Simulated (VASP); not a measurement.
# MnO (P-6m2) in VASP: further runs, part 2 of 2

VASP 6.6.1. Earlier steps stand in the parts before.

## (3) Single point, PBE0, collinear spin, ferromagnetic start

This run uses another cell than the first one, of 11.13 Å³/atom.

POSCAR

```
MnO
1.0
    3.0358320088      0.0000000030      0.0000000000
   -1.5179160070      2.6291076398      0.0000000000
    0.0000000000      0.0000000000      2.7898646170
Mn O
1 1
Direct
    0.0000000000      0.0000000000      0.0000000000
    0.6666666667      0.3333333333      0.5000000000
```

INCAR.step1

```
SYSTEM = MnO
  PREC = Accurate
  ENCUT = 520
  EDIFF = 1E-5
  ISMEAR = -1
  SIGMA = 0.05
  LREAL = .FALSE.
  LASPH = .TRUE.
  NELM = 150
  ALGO = Normal
  ISIF = 2
  LWAVE = .TRUE.
  LCHARG = .FALSE.
  ISPIN = 2
  MAGMOM = 4 0
  LORBIT = 11
  LMAXMIX = 4
  GGA = PE
  NBANDS = 20
```

INCAR.step2

```
SYSTEM = MnO
  PREC = Accurate
  ENCUT = 520
  EDIFF = 1E-6
  ISMEAR = -1
  SIGMA = 0.05
  LREAL = .FALSE.
  LASPH = .TRUE.
  NELM = 150
  ALGO = Normal
  ISIF = 2
  LWAVE = .FALSE.
  LCHARG = .FALSE.
  ISPIN = 2
  MAGMOM = 4 0
  LORBIT = 11
  LMAXMIX = 4
  GGA = PE
  LHFCALC = .TRUE.
  AEXX = 0.25
  PRECFOCK = Normal
  ISTART = 1
  NBANDS = 20
```

KPOINTS

```
regular mesh
0
G
  5 5 5
  0 0 0
```

Potentials or basis: VASP PAW PBE potentials, release 64 (Mn_pv, O).

Command:

```sh
$ cat potpaw_PBE.64/Mn_pv/POTCAR potpaw_PBE.64/O/POTCAR > POTCAR
$ cp INCAR.step1 INCAR
$ mpirun -np 1 vasp_std > vasp.out
$ cp INCAR.step2 INCAR
$ mpirun -np 1 vasp_std > vasp.out
```

Wall time 63 min (1 thread of Intel Xeon 8259CL, shared host); peak memory 0.14 GiB.

The run converged. Its results:

```yaml
Free_energy: -25.0536 eV
Pressure: 0.4 GPa
Band_gap_on_the_k_mesh: 1.97 eV (least direct gap 2.79 eV)
Net_moment: 5.00 μB per cell
Site_moments: Mn +4.57; O +0.19 μB
Valence_electrons_inside_the_program's_atomic_spheres: Mn 11.32; O 5.03
```

Stress tensor (GPa, compression positive):
```
0.40 0.00 0.00
0.00 0.40 0.00
0.00 0.00 0.50
```

Levels at points of the mesh, in eV from the valence-band top:
Spin up:
```csv
k point,band 9,band 10,band 11,band 12,band 13,band 14,band 15,band 16
"(0.00, 0.00, 0.00)",-2.82,-2.73,-0.81,-0.81,1.97,16.58,16.91,16.91
```
Spin down:
```tsv
k point	band 5	band 6	band 7	band 8	band 9	band 10
(0.00, 0.00, 0.00)	-2.77	-2.77	-2.13	3.13	4.14	6.77
```

Caveat: the k points lie up to 0.48 Å⁻¹ apart; the PAW data sets were made with another functional, which shifts forces and pressure a little; a cell with one magnetic atom can't hold antiferromagnetic order, which such compounds often take. A k mesh can miss the band edges.

## (4) Single point, HSE06, collinear spin, ferromagnetic start

POSCAR

```
MnO
1.0
    2.9694859100      0.0000000000      0.0000000000
   -1.4847429600      2.5716502300      0.0000000000
    0.0000000000      0.0000000000      2.8980711300
Mn O
1 1
Direct
    0.0000000000      0.0000000000      0.0000000000
    0.6666666667      0.3333333333      0.5000000000
```

INCAR.step1

```
PREC     = Accurate       # precision mode
ENCUT    = 520            # plane-wave cutoff, eV
EDIFF    = 1E-5           # SCF threshold, eV
ISMEAR   = -1             # smearing method
SIGMA    = 0.05           # smearing width, eV
LREAL    = F              # projectors in reciprocal space
LASPH    = T              # aspherical terms in the spheres
NELM     = 150            # most SCF steps
ALGO     = Normal         # electronic algorithm
ISIF     = 2              # what is computed and relaxed
LWAVE    = T              # write WAVECAR
LCHARG   = F              # write CHGCAR
ISPIN    = 2              # spin polarisation
MAGMOM   = 4 0            # initial moments
LORBIT   = 11             # projections on sites
LMAXMIX  = 4              # l up to which the mixer works
NBANDS   = 20             # bands
GGA      = PE             # functional
```

INCAR.step2

```
PREC     = Accurate       # precision mode
ENCUT    = 520            # plane-wave cutoff, eV
EDIFF    = 1E-6           # SCF threshold, eV
ISMEAR   = -1             # smearing method
SIGMA    = 0.05           # smearing width, eV
LREAL    = F              # projectors in reciprocal space
LASPH    = T              # aspherical terms in the spheres
NELM     = 150            # most SCF steps
ALGO     = Normal         # electronic algorithm
ISIF     = 2              # what is computed and relaxed
LWAVE    = F              # write WAVECAR
LCHARG   = F              # write CHGCAR
ISPIN    = 2              # spin polarisation
MAGMOM   = 4 0            # initial moments
LORBIT   = 11             # projections on sites
LMAXMIX  = 4              # l up to which the mixer works
GGA      = PE             # functional
LHFCALC  = T              # exact exchange
HFSCREEN = 0.2079         # screening, 1/A
PRECFOCK = Normal       
NBANDS   = 20             # bands
ISTART   = 1
```

KPOINTS

```
regular mesh
0
Gamma
  5 5 5
```

Command:

```sh
$ cat potpaw_PBE.64/Mn_pv/POTCAR potpaw_PBE.64/O/POTCAR > POTCAR
$ cp INCAR.step1 INCAR
$ mpirun -np 1 vasp_std > vasp.out
$ cp INCAR.step2 INCAR
$ mpirun -np 1 vasp_std > vasp.out
```

It took 37 min on 1 thread of AMD EPYC 7R13 (Zen 3), shared host; peak memory 0.23 GiB.

The run converged. Its results:

```yaml
Free_energy: -23.2506 eV
Pressure: -0.1 GPa
Band_gap_on_the_k_mesh: 1.29 eV (least direct gap 2.13 eV)
Net_moment: 5.00 μB per cell
Site_moments: Mn +4.56; O +0.19 μB
Valence_electrons_inside_the_program's_atomic_spheres: Mn 11.31; O 5.02
```

Stress tensor (GPa, compression positive):
```
  7.36   0.00   0.00
  0.00   7.36   0.00
  0.00   0.00 -14.97
```

Levels at points of the mesh, in eV from the valence-band top:
Spin up:
```csv
k point,band 9,band 10,band 11,band 12,band 13,band 14,band 15,band 16
"(0.00, 0.00, 0.00)",-2.87,-2.87,-0.83,-0.83,1.29,15.25,17.14,17.14
```
Spin down:
| k point | band 3 | band 4 | band 5 | band 6 | band 7 | band 8 | band 9 | band 10 | band 11 | band 12 |
| --- | --- | --- | --- | --- | --- | --- | --- | --- | --- | --- |
| (0.00, 0.00, 0.00) | -46.67 | -20.22 | -2.52 | -2.42 | -2.42 | 1.91 | 3.88 | 5.77 | 5.77 | 6.11 |

Caveat: the k points lie up to 0.49 Å⁻¹ apart; the PAW data sets were made with another functional, which shifts forces and pressure a little; a cell with one magnetic atom can't hold antiferromagnetic order, which such compounds often take. A k mesh can miss the band edges.

## (5) Single point, r2SCAN50, collinear spin, ferromagnetic start

POSCAR is that of step 4.

INCAR.step1

```
PREC = Accurate
ENCUT = 520
EDIFF = 1E-5
ISMEAR = -1
SIGMA = 0.05
LREAL = False
LASPH = True
NELM = 150
ALGO = Normal
ISIF = 2
LWAVE = True
ISPIN = 2
MAGMOM = 4 0
LORBIT = 11
LMAXMIX = 4
GGA = PE
NBANDS = 20
```

INCAR.step2

```
PREC = Accurate
ENCUT = 520
EDIFF = 1E-6
ISMEAR = -1
SIGMA = 0.05
LREAL = False
LASPH = True
NELM = 150
ALGO = Normal
ISIF = 2
LWAVE = False
LCHARG = True
ISPIN = 2
MAGMOM = 4 0
LORBIT = 11
LMAXMIX = 4
METAGGA = R2SCAN
LHFCALC = True
AEXX = 0.5
LMIXTAU = True
PRECFOCK = Normal
LELF = True
LVHAR = True
ISTART = 1
NBANDS = 20
```

KPOINTS is that of step 4.

Command:

```sh
$ cat potpaw_PBE.64/Mn_pv/POTCAR potpaw_PBE.64/O/POTCAR > POTCAR
$ cp INCAR.step1 INCAR
$ mpirun -np 1 vasp_std > vasp.out
$ cp INCAR.step2 INCAR
$ mpirun -np 1 vasp_std > vasp.out
```

Run time: 64 min. Hardware: 1 thread of Intel Xeon 8259CL, shared host; peak memory 0.17 GiB.

The run converged. Its results:

```yaml
Free_energy: -38.5803 eV
Pressure: -3.8 GPa
Band_gap_on_the_k_mesh: 4.97 eV (least direct gap 5.76 eV)
Net_moment: 5.00 μB per cell
Site_moments: Mn +4.63; O +0.17 μB
Valence_electrons_inside_the_program's_atomic_spheres: Mn 11.29; O 5.08
```

Stress tensor (GPa, compression positive):
```
  4.96   0.00   0.00
  0.00   4.96   0.00
  0.00   0.00 -21.29
```

Levels at points of the mesh, in eV from the valence-band top:
Spin up:
```csv
k point,band 9,band 10,band 11,band 12,band 13,band 14,band 15,band 16
"(0.00, 0.00, 0.00)",-3.87,-2.83,-0.79,-0.79,4.97,19.23,21.42,21.42
```
Spin down:
```csv
k point,band 4,band 5,band 6,band 7,band 8,band 9,band 10,band 11
"(0.00, 0.00, 0.00)",-21.63,-2.07,-1.89,-1.89,5.87,8.53,11.28,11.28
```

Caveat: the k points lie up to 0.49 Å⁻¹ apart; the PAW data sets were made with another functional, which shifts forces and pressure a little; a cell with one magnetic atom can't hold antiferromagnetic order, which such compounds often take.

## (6) Summary

```tsv
level	cell	share of exact exchange	screening parameter	gap on the mesh (eV)	pressure (GPa)	moment (μB)
PBEsol-based screened hybrid with 25 % exact exchange	a = 2.969, b = 2.969, c = 2.898 Å, angles 90.0, 90.0, 120.0°, 2 atoms	0.25	0.207 1/Å	1.22	-4.6	5.00
PBE0	a = 3.036, b = 3.036, c = 2.790 Å, angles 90.0, 90.0, 120.0°, 2 atoms	0.25	-	1.97	0.4	5.00
HSE06	a = 2.969, b = 2.969, c = 2.898 Å, angles 90.0, 90.0, 120.0°, 2 atoms	0.25	0.2079 1/Å	1.29	-0.1	5.00
r2SCAN50	a = 2.969, b = 2.969, c = 2.898 Å, angles 90.0, 90.0, 120.0°, 2 atoms	0.5	-	4.97	-3.8	5.00
```

Alike in all rows: task single point; potentials or basis VASP PAW PBE potentials, release 64 (Mn_pv, O); spin collinear, ferromagnetic start; k mesh 5 × 5 × 5; cutoff (eV) 520; smearing fermi-dirac 0.05 eV.

Caveats: all runs use coarse meshes; the PAW data sets were made with another functional, which shifts forces and pressure a little; a cell with one magnetic atom can't hold antiferromagnetic order, which such compounds often take.

Absolute energies hang on the potentials; compare differences alone.
